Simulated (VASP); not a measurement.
Sb2S:

```
CELL_PARAMETERS angstrom
3.10722 0.00000 0.00000
0.00000 3.10722 0.00000
0.00000 0.00000 8.40369
ATOMIC_POSITIONS crystal
Sb 0.50000 0.50000 0.31031
Sb 0.50000 0.50000 0.68969
S 0.50000 0.50000 0.00000
```

The cell was generated, and may not be a known phase.

- Program: VASP 6.6.1
- Task: relaxation of cell and atoms
- Functional: PBE
- Potentials or basis: VASP PAW PBE potentials, release 64 (Sb, S)
- Cutoff: 600 eV
- k mesh: 14 × 14 × 6
- Occupations: gaussian, width 0.1 eV
- Spin: no spin polarisation

At the start: pressure -0.3 GPa; volume 27.05 Å³/atom.

Problem. How do energy, volume and symmetry change on relaxing?

Solution. Over 8 steps the energy falls by 4.3 meV/atom and the volume is 26.66 Å³/atom (-1.4 %); space group P4/mmm (No. 123, to 0.1 Å) before and after.

The path:
| step | energy change (eV) | largest force (eV/Å) | pressure (GPa) | volume (Å³) |
| --- | --- | --- | --- | --- |
| 1 | 0.0000 | 0.1609 | -0.28 | 81.14 |
| 2 | -0.0090 | 0.1224 | -0.17 | 80.58 |
| 3 | -0.0098 | 0.1105 | -0.12 | 80.37 |
| 4 | -0.0113 | 0.0903 | 0.06 | 80.06 |
| 5 | -0.0120 | 0.0381 | 0.47 | 79.39 |
| 6 | -0.0121 | 0.0558 | 0.34 | 79.60 |
| 7 | -0.0129 | 0.0161 | 0.11 | 79.84 |
| 8 | -0.0130 | 0.0039 | -0.01 | 79.97 |

Final structure:
```
CELL_PARAMETERS angstrom
3.07369 0.00000 0.00000
0.00000 3.07369 0.00000
0.00000 0.00000 8.46407
ATOMIC_POSITIONS crystal
Sb 0.50000 0.50000 0.31461
Sb 0.50000 0.50000 0.68539
S 0.50000 0.50000 0.00000
```
